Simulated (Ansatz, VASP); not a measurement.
K: VASP beside Ansatz

```
K
1.0
     4.66168    0.00000    0.00000
    -2.33084    4.03714    0.00000
     0.00000    0.00000   15.85415
K
4
Direct
  0.33333 0.66667 0.11798
  0.66667 0.33333 0.61798
  0.33333 0.66667 0.38202
  0.66667 0.33333 0.88202
```

Alike in both runs: task relaxation of cell and atoms; functional PBE; k mesh 12 × 12 × 4; occupations gaussian, width 0.1 eV; no spin polarisation.

|  | VASP | Ansatz |
| --- | --- | --- |
| version | VASP 6.6.1 | Ansatz 0.2.0 |
| potentials or method | VASP PAW PBE potentials, release 64 (K_sv), cutoff 600 eV | scalar-relativistic, plane waves, PAW |
| valence electrons in the cell | 36 | 36 |

Ansatz gave:

* gap on the k mesh at the Fermi level, each at its own relaxed structure (eV): none
* relaxed volume (Å³/atom): 75.66
* relaxed cell length with the largest relative difference (Å): 4.634

Task: What did VASP give for the same quantities?

Result: gap on the k mesh at the Fermi level, each at its own relaxed structure (eV): none; relaxed volume (Å³/atom): 75.88; relaxed cell length with the largest relative difference (Å): 4.638.

A gap of «none» marks a metal or a gap that the smearing closes.
